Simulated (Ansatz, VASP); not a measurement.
**Two plane-wave programs on WC**

```
CELL_PARAMETERS angstrom
2.90050 0.00000 0.00000
-1.45025 2.51191 0.00000
0.00000 0.00000 2.82900
ATOMIC_POSITIONS crystal
W 0.04479 0.08957 0.00000
C 0.66667 0.33333 0.50000
```

Alike in both runs: task single point; functional PBEsol; k mesh 18 × 18 × 16; occupations gaussian, width 0.15 eV; no spin polarisation.

|  | VASP | Ansatz |
| --- | --- | --- |
| version | VASP 6.6.1 | Ansatz 0.2.0 |
| potentials or method | VASP PAW PBE potentials, release 64 (W_sv, C), cutoff 520 eV | scalar-relativistic, plane waves, PAW |
| valence electrons in the cell | 18 | 18 |

VASP gave:

* gap on the k mesh at the Fermi level (eV): none
* pressure (GPa): 7.4
* traceless stress, the component that is largest in VASP (GPa): -11.02
* rms of the force components (eV/Å): 1.696

Problem. What did Ansatz give for the same quantities?

Solution. gap on the k mesh at the Fermi level (eV): none; pressure (GPa): 6.1; traceless stress, the component that is largest in VASP (GPa): -10.66; rms of the force components (eV/Å): 1.689.

VASP's potentials were made for PBE, not for PBEsol. Atom by atom the forces differ by 0.007 eV/Å (rms over components). A gap of «none» marks a metal or a gap that the smearing closes.

Spin-orbit coupling is off throughout.
